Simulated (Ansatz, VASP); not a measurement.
# One calculation of Sr, two programs

The input POSCAR:

```
Sr
1.0
   -2.4250000000      2.4250000000      2.3522500000
    2.4250000000     -2.4250000000      2.3522500000
    2.4250000000      2.4250000000     -2.3522500000
Sr
1
Direct
    0.0000000000      0.0000000000      0.0000000000
```

The input INCAR.step1:

```
SYSTEM = Sr
  PREC = Accurate
  ENCUT = 520
  ISMEAR = 0
  SIGMA = 0.15
  LREAL = .False.
  LASPH = .True.
  NELM = 60
  NBANDS = 11
  GGA = PE
  ALGO = Normal
  EDIFF = 1E-4
  LWAVE = .True.
  LCHARG = .False.
```

INCAR.step2

```
SYSTEM = Sr
  PREC = Accurate
  ENCUT = 520
  EDIFF = 1E-6
  ISMEAR = 0
  SIGMA = 0.15
  LREAL = .False.
  LASPH = .True.
  NELM = 60
  ALGO = Normal
  ISIF = 2
  LWAVE = .False.
  LCHARG = .True.
  METAGGA = R2SCAN
  LMIXTAU = .True.
  LELF = .True.
  LVHAR = .True.
  NBANDS = 11
  ISTART = 1
```

Contents of KPOINTS:

```
regular mesh
0
Gamma
  14 14 14
  0 0 0
```

Input for Ansatz:

```yaml
crystal:
  lattice:
    - [-2.425, 2.425, 2.35225]
    - [2.425, -2.425, 2.35225]
    - [2.425, 2.425, -2.35225]
  atoms:
    - { symbol: Sr, position: [0.0, 0.0, 0.0] }
basis:
  ecutwfc: 500
kpoints:
  mp_grid: { grid: [14, 14, 14] }
hamiltonian:
  xc: r2scan
scf:
  occupations: { method: gaussian, width: 0.15 }
output:
  forces: true
  stress: true
  eigenvalues: true
```

Change from the starting cell: strain +0.000 along x and y, -0.030 along z, atoms carried along.

Alike in both runs: task single point; functional r2SCAN; k mesh 14 × 14 × 14; occupations gaussian, width 0.15 eV; no spin polarisation.

```csv
,VASP,Ansatz
version,VASP 6.6.1,Ansatz 0.2.0
potentials or method,"VASP PAW PBE potentials, release 64 (Sr_sv), cutoff 520 eV","scalar-relativistic, plane waves, PAW"
valence electrons in the cell,10,10
```

|  | VASP | Ansatz | Ansatz less VASP |
| --- | --- | --- | --- |
| gap on the k mesh at the Fermi level (eV) | none | none | - |
| pressure (GPa) | 0.1 | 0.1 | -0.01 |

VASP's potentials were made for PBE, not for r2SCAN. A gap of «none» marks a metal or a gap that the smearing closes.
